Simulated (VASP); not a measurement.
# MgSe (Fm-3m) in VASP: notebook

The runs below take MgSe through single point, with PBE.

Program: VASP 6.6.1. These are calculated values, not measurements. Logs are shortened: lines on timing, memory, paths and dates and some standing lists are left out, and cuts for length are marked.

## (1) The cell of the first run

The structure is cubic, space group Fm-3m (No. 225). The conventional cell has a = 5.469 Å, b = 5.469 Å, c = 5.469 Å, α = 90.00°, β = 90.00°, γ = 90.00°. Mg (site symmetry m-3m) has 6 Se at 2.73 Å within 3.6 Å. Se (site symmetry m-3m) has 6 Mg at 2.73 Å within 3.6 Å.

## (2) Single point, PBE

Input file INCAR:

```
SYSTEM = MgSe
PREC = Accurate ; ENCUT = 600
EDIFF = 1E-6 ; ISMEAR = 0
SIGMA = 0.01 ; LREAL = .False.
LASPH = .True. ; NELM = 120
ALGO = Normal ; ISIF = 2
LWAVE = .False. ; LCHARG = .False.
GGA = PE ; NBANDS = 11
GGA_COMPAT = .False.
```

Input file KPOINTS:

```
regular mesh
0
Gamma
  5 5 5
  0 0 0
```

Input file POSCAR:

```
MgSe
1.0
    0.0000000000      2.7345548838      2.7345548838
    2.7345548838      0.0000000000      2.7345548838
    2.7345548838      2.7345548838      0.0000000000
Mg Se
1 1
Direct
    0.0000000000      0.0000000000      0.0000000000
    0.5000000000      0.5000000000      0.5000000000
```

Potentials or basis: VASP PAW PBE potentials, release 64 (Mg, Se).

The run is started by

```console
cat potpaw_PBE.64/Mg/POTCAR potpaw_PBE.64/Se/POTCAR > POTCAR
mpirun -np 1 vasp_std > vasp.out
```

OUTCAR:

```text
SYSTEM = MgSe
   PREC = Accurate
   ENCUT = 600
   EDIFF = 1E-6
   ISMEAR = 0
   LREAL = .False.
   LASPH = .True.
   NELM = 120
   ISIF = 2
   GGA = PE

 ion  position               nearest neighbor table
   1  0.000  0.000  0.000-   2 2.73   2 2.73   2 2.73   2 2.73   2 2.73   2 2.73
   2  0.500  0.500  0.500-   1 2.73   1 2.73   1 2.73   1 2.73   1 2.73   1 2.73

  LATTYP: Found a face centered cubic cell.
 ALAT       =     5.4691097676

  Lattice vectors:

 A1 = (   0.0000000000,   2.7345548838,   2.7345548838)
 A2 = (   2.7345548838,   0.0000000000,   2.7345548838)
 A3 = (   2.7345548838,   2.7345548838,   0.0000000000)

Analysis of symmetry for initial positions (statically):
=====================================================================
 Subroutine PRICEL returns:
 Original cell was already a primitive cell.

 Routine SETGRP: Setting up the symmetry group for a
 face centered cubic supercell.

 Subroutine GETGRP returns: Found 48 space group operations
 (whereof 48 operations were pure point group operations)
 out of a pool of 48 trial point group operations.

The static configuration has the point symmetry O_h .

Analysis of symmetry for dynamics (positions and initial velocities):
=====================================================================
 Subroutine PRICEL returns:
 Original cell was already a primitive cell.

 Routine SETGRP: Setting up the symmetry group for a
 face centered cubic supercell.

 Subroutine GETGRP returns: Found 48 space group operations
 (whereof 48 operations were pure point group operations)
 out of a pool of 48 trial point group operations.

The dynamic configuration has the point symmetry O_h .

 Subroutine INISYM returns: Found 48 space group operations
 (whereof 48 operations are pure point group operations),
 and found     1 'primitive' translations

----------------------------------------------------------------------------------------

                                     Primitive cell

  volume of cell :      40.8969

  direct lattice vectors                    reciprocal lattice vectors
     0.000000000  2.734554884  2.734554884    -0.182845114  0.182845114  0.182845114
     2.734554884  0.000000000  2.734554884     0.182845114 -0.182845114  0.182845114
     2.734554884  2.734554884  0.000000000     0.182845114  0.182845114 -0.182845114

  length of vectors
     3.867244604  3.867244604  3.867244604     0.316697028  0.316697028  0.316697028

  position of ions in fractional coordinates (direct lattice)
     0.000000000  0.000000000  0.000000000
     0.500000000  0.500000000  0.500000000

  ion indices of the primitive-cell ions
   primitive index   ion index
                 1           1
                 2           2

----------------------------------------------------------------------------------------

 KPOINTS: regular mesh

Automatic generation of k-mesh.
 Grid dimensions read from file:
 generate k-points for:    5    5    5

 Generating k-lattice:

  Cartesian coordinates                     Fractional coordinates (reciprocal lattice)
    -0.036569023  0.036569023  0.036569023     0.200000000  0.000000000  0.000000000
     0.036569023 -0.036569023  0.036569023     0.000000000  0.200000000  0.000000000
     0.036569023  0.036569023 -0.036569023     0.000000000  0.000000000  0.200000000

  Length of vectors
     0.063339406  0.063339406  0.063339406

  Shift w.r.t. Gamma in fractional coordinates (k-lattice)
     0.000000000  0.000000000  0.000000000

 Subroutine IBZKPT returns following result:
 ===========================================

 Found     10 irreducible k-points:

 Following reciprocal coordinates:
            Coordinates               Weight
  0.000000  0.000000  0.000000      1.000000
  0.200000  0.000000  0.000000      8.000000
  0.400000  0.000000  0.000000      8.000000
  0.200000  0.200000  0.000000      6.000000
  0.400000  0.200000  0.000000     24.000000
 -0.400000  0.200000  0.000000     24.000000
 -0.200000  0.200000  0.000000     12.000000
  0.400000  0.400000  0.000000      6.000000
 -0.400000  0.400000  0.000000     12.000000
 -0.400000  0.400000  0.200000     24.000000
   k-points           NKPTS =     10   k-points in BZ     NKDIM =     10   number of bands    NBANDS=     11
   number of dos      NEDOS =    301   number of ions     NIONS =      2
   total plane-waves  NPLWV =  32768
   dimension x,y,z NGX =    32 NGY =   32 NGZ =   32
   dimension x,y,z NGXF=    64 NGYF=   64 NGZF=   64
   ions per type =               1   1
   NGX,Y,Z   is equivalent  to a cutoff of  13.76, 13.76, 13.76 a.u.
   NGXF,Y,Z  is equivalent  to a cutoff of  27.51, 27.51, 27.51 a.u.
 SYSTEM =  MgSe
   PREC   = accura    normal or accurate (medium, high low for compatibility)
   ISTART =      0    job   : 0-new  1-cont  2-samecut
   ICHARG =      2    charge: 1-file 2-atom 10-const
   ISPIN  =      1    spin polarized calculation?
   LNONCOLLINEAR =      F non collinear calculations
   LSORBIT =      F    spin-orbit coupling
   LASPH  =      T    aspherical Exc in radial PAW
   ENCUT  =  600.0 eV  44.10 Ry    6.64 a.u.   7.72  7.72  7.72*2*pi/ulx,y,z
   NELM   =    120;   NELMIN=  2; NELMDL= -5     # of ELM steps
   EDIFF  = 0.1E-05   stopping-criterion for ELM
   LREAL  =      F    real-space projection
   EDIFFG = 0.1E-04   stopping-criterion for IOM
   NSW    =      0    number of steps for IOM
   IBRION =     -1    ionic relax: 0-MD 1-quasi-New 2-CG
   NFREE  =      0    steps in history (QN), initial steepest desc. (CG)
   ISIF   =      2    stress and relaxation
   ISYM   =      2    0-nonsym 1-usesym 2-fastsym
   POTIM  = 0.5000    time-step for ionic-motion
   TEBEG  =    0.0;   TEEND  =   0.0 temperature during run
   PSTRESS=    0.0 pullay stress
   NELECT =       8.0000    total number of electrons
   NUPDOWN=      -1.0000    fix difference up-down
   EMIN   =  10.00;   EMAX   =-10.00  energy-range for DOS
   EFERMI =   0.00;   METHOD = LEGACY
   ISMEAR =     0;   SIGMA  =   0.01  broadening in eV -4-tet -1-fermi 0-gaus
   EFERMI_NEDOS =   21; number of points for ismear=-14 and -15
   IALGO  =     38    algorithm
   IMIX   =      4    mixing-type and parameters
     AMIX     =   0.40;   BMIX     =  1.00
     AMIX_MAG =   1.60;   BMIX_MAG =  1.00
  volume/ion in A,a.u.               =      20.45       137.99
  Fermi-wavevector in a.u.,A,eV,Ry     =   0.950331  1.795865 12.287814  0.903129
  Thomas-Fermi vector in A             =   2.078698
   LORBIT       =      0    0 simple, 1 ext, 2 COOP (PROOUT), +10 PAW based schemes
   GGA     = PE    functional components
   LHFCALC =     F    Hartree Fock is set to
   AEXX    =    0.0000 exact exchange contribution
   IVDW    =     0    specifies the selected vdW correction
   LEPSILON=     F    determine dielectric tensor
   LRPA    =     F    only Hartree local field effects (RPA)
 non-spin polarized calculation
 Gauss-broadening in eV      SIGMA  =   0.01
  energy-cutoff  :      600.00
  volume of cell :       40.90
 maximum number of plane-waves:      1372
   NGX = 15   NGY = 15   NGZ = 15

 number of electron       8.0000000 magnetization

 Free energy of the ion-electron system (eV)
  ---------------------------------------------------
  ext. energy  EPLUGINS =         0.00000000
  ---------------------------------------------------
  free energy    TOTEN  =        -7.46959815 eV

  energy without entropy =       -7.46959815  energy(sigma->0) =       -7.46959815

 E-fermi :   3.2418     XC(G=0):  -9.4460

 val. band max:        3.1555805671   @ k =   0.0000   0.0000   0.0000
 cond. band min:       5.3393478241   @ k =   0.4000   0.4000   0.0000
 fundamental gap:      2.1837672569
 Fermi energy:         3.2418154997

 k-point     1 :       0.0000    0.0000    0.0000
  band No.  band energies     occupation
      1      -9.7327      2.00000
      2       3.1556      2.00000
      3       3.1556      2.00000
      4       3.1556      2.00000
      5       5.6813      0.00000
      6      10.5631      0.00000
      7      10.5631      0.00000
      8      10.5631      0.00000
      9      13.0999      0.00000
     10      13.0999      0.00000
     11      14.1159      0.00000

 k-point     2 :       0.2000    0.0000    0.0000
  band No.  band energies     occupation
      1      -9.4117      2.00000
      2       0.8542      2.00000
      3       2.9321      2.00000
      4       2.9321      2.00000
      5       7.1576      0.00000
      6      10.4285      0.00000
      7      10.5508      0.00000
      8      10.5508      0.00000
      9      12.2024      0.00000
     10      12.2024      0.00000
     11      13.3839      0.00000

 k-point     3 :       0.4000    0.0000    0.0000
  band No.  band energies     occupation
      1      -8.7667      2.00000
      2      -1.4000      2.00000
      3       2.6296      2.00000
      4       2.6296      2.00000
      5       7.0359      0.00000
      6       9.3957      0.00000
      7       9.3957      0.00000
      8      11.7601      0.00000
      9      13.7252      0.00000
     10      15.0904      0.00000
     11      15.0904      0.00000

 k-point     4 :       0.2000    0.2000    0.0000
  band No.  band energies     occupation
      1      -9.3085      2.00000
      2       1.0116      2.00000
      3       2.4030      2.00000
      4       2.4030      2.00000
      5       7.6593      0.00000
      6       8.7632      0.00000
      7       9.9381      0.00000
      8      12.0796      0.00000
      9      12.0796      0.00000
     10      13.7479      0.00000
     11      15.6726      0.00000

 k-point     5 :       0.4000    0.2000    0.0000
  band No.  band energies     occupation
      1      -8.7640      2.00000
      2      -0.6466      2.00000
      3       1.6575      2.00000
      4       2.0535      2.00000
      5       7.1365      0.00000
      6       9.0948      0.00000
      7      10.3995      0.00000
      8      11.2867      0.00000
      9      14.0202      0.00000
     10      15.9949      0.00000
     11      16.1610      0.00000

 k-point     6 :      -0.4000    0.2000    0.0000
  band No.  band energies     occupation
      1      -8.5023      2.00000
      2      -1.2702      2.00000
      3       0.9677      2.00000
      4       2.2664      2.00000
      5       7.4108      0.00000
      6       9.3218      0.00000
      7      10.2445      0.00000
      8      12.4585      0.00000
      9      14.2311      0.00000
     10      14.9469      0.00000
     11      15.5355      0.00000

 k-point     7 :      -0.2000    0.2000    0.0000
  band No.  band energies     occupation
      1      -8.9719      2.00000
      2      -0.2344      2.00000
      3       1.4366      2.00000
      4       2.8221      2.00000
      5       8.5001      0.00000
      6       9.4393      0.00000
      7      10.0883      0.00000
      8      10.1433      0.00000
      9      12.1104      0.00000
     10      15.5862      0.00000
     11      15.8297      0.00000

 k-point     8 :       0.4000    0.4000    0.0000
  band No.  band energies     occupation
      1      -8.4831      2.00000
      2      -0.7979      2.00000
      3       1.5174      2.00000
      4       1.5174      2.00000
      5       5.3393      0.00000
      6       7.3231      0.00000
      7      13.5746      0.00000
      8      14.5767      0.00000
      9      14.5767      0.00000
     10      15.3137      0.00000
     11      19.8501      0.00000

 k-point     9 :      -0.4000    0.4000    0.0000
  band No.  band energies     occupation
      1      -8.3094      2.00000
      2      -0.7490      2.00000
      3       0.2074      2.00000
      4       1.6169      2.00000
      5       5.8746      0.00000
      6       8.6852      0.00000
      7      12.6186      0.00000
      8      13.4647      0.00000
      9      13.9232      0.00000
     10      16.6450      0.00000
     11      18.9530      0.00000

 k-point    10 :      -0.4000    0.4000    0.2000
  band No.  band energies     occupation
      1      -8.3895      2.00000
      2      -0.6619      2.00000
      3       0.3924      2.00000
      4       1.2771      2.00000
      5       7.4587      0.00000
      6       9.7486      0.00000
      7       9.7796      0.00000
      8      12.4944      0.00000
      9      15.0429      0.00000
     10      15.3655      0.00000
     11      18.6584      0.00000

------------------------ aborting loop because EDIFF is reached ----------------------------------------

  FORCE on cell =-STRESS in cart. coord.  units (eV):
  Direction    XX          YY          ZZ          XY          YZ          ZX
  --------------------------------------------------------------------------------------
  -------------------------------------------------------------------------------------
  Total        0.3439566      0.3439566      0.3439566      0.0000000      0.0000000     -0.0000000
  in kB       13.4748622     13.4748622     13.4748622      0.0000000      0.0000000     -0.0000000
  external PRESSURE =      13.4748622 kB  Pullay stress =       0.0000000 kB

 VOLUME and BASIS-vectors are now :
 -----------------------------------------------------------------------------
  energy-cutoff  :      600.00
  volume of cell :       40.90
      direct lattice vectors                 reciprocal lattice vectors
     0.000000000  2.734554884  2.734554884    -0.182845114  0.182845114  0.182845114
     2.734554884  0.000000000  2.734554884     0.182845114 -0.182845114  0.182845114
     2.734554884  2.734554884  0.000000000     0.182845114  0.182845114 -0.182845114

 POSITION                                       TOTAL-FORCE (eV/Angst)
 -----------------------------------------------------------------------------------
      0.00000      0.00000      0.00000        -0.000000     -0.000000     -0.000000
      2.73455      2.73455      2.73455         0.000000      0.000000      0.000000
 -----------------------------------------------------------------------------------
    total drift:                               -0.000000     -0.000000      0.000000

  FREE ENERGIE OF THE ION-ELECTRON SYSTEM (eV)
  ---------------------------------------------------
  free  energy   TOTEN  =        -7.4695981541 eV

  energy  without entropy=       -7.4695981541  energy(sigma->0) =       -7.46959815
```

It took 9.6 s on 1 thread of AMD EPYC 7R13 (Zen 3), shared host; peak memory 0.14 GiB.

What came out:

| Item | Value |
| --- | --- |
| Free energy | -7.4696 eV |
| Pressure | 1.3 GPa |
| Band gap on the k mesh | 2.18 eV, indirect (least direct gap 2.53 eV) |

A k mesh can miss the band edges.

## (3) Single point, PBE

This run uses another cell than the first one, of 21.06 Å³/atom, 1.030 times its volume.

Input file INCAR:

```
PREC = Accurate
ENCUT = 600
EDIFF = 1E-6
ISMEAR = 0
SIGMA = 0.01
LREAL = False
LASPH = True
NELM = 120
ALGO = Normal
ISIF = 2
LWAVE = False
LCHARG = False
GGA = PE
NBANDS = 11
GGA_COMPAT = False
```

Input file KPOINTS:

```
regular mesh
0
Gamma
  5 5 5
```

Input file POSCAR:

```
MgSe
1.0
    0.0000000000      2.7613659551      2.7613659551
    2.7613659551      0.0000000000      2.7613659551
    2.7613659551      2.7613659551      0.0000000000
Mg Se
1 1
Direct
    0.0000000000      0.0000000000      0.0000000000
    0.5000000000      0.5000000000      0.5000000000
```

Potentials or basis: VASP PAW PBE potentials, release 64 (Mg, Se).

The run is started by

```console
cat potpaw_PBE.64/Mg/POTCAR potpaw_PBE.64/Se/POTCAR > POTCAR
mpirun -np 1 vasp_std > vasp.out
```

It took 8.8 s on 1 thread of AMD EPYC 7R13 (Zen 3), shared host; peak memory 0.14 GiB.

Results (log left out):

```
Free energy            : -7.4727 eV
Pressure               : -0.5 GPa
Band gap on the k mesh : 2.13 eV, indirect (least direct gap 2.33 eV)
```

Levels at points of the mesh, in eV from the valence-band top:
```
           k point  band 1  band 2  band 3  band 4  band 5  band 6  band 7  band 8
(0.00, 0.00, 0.00)  -12.73    0.00    0.00    0.00    2.33    7.42    7.42    7.42
```
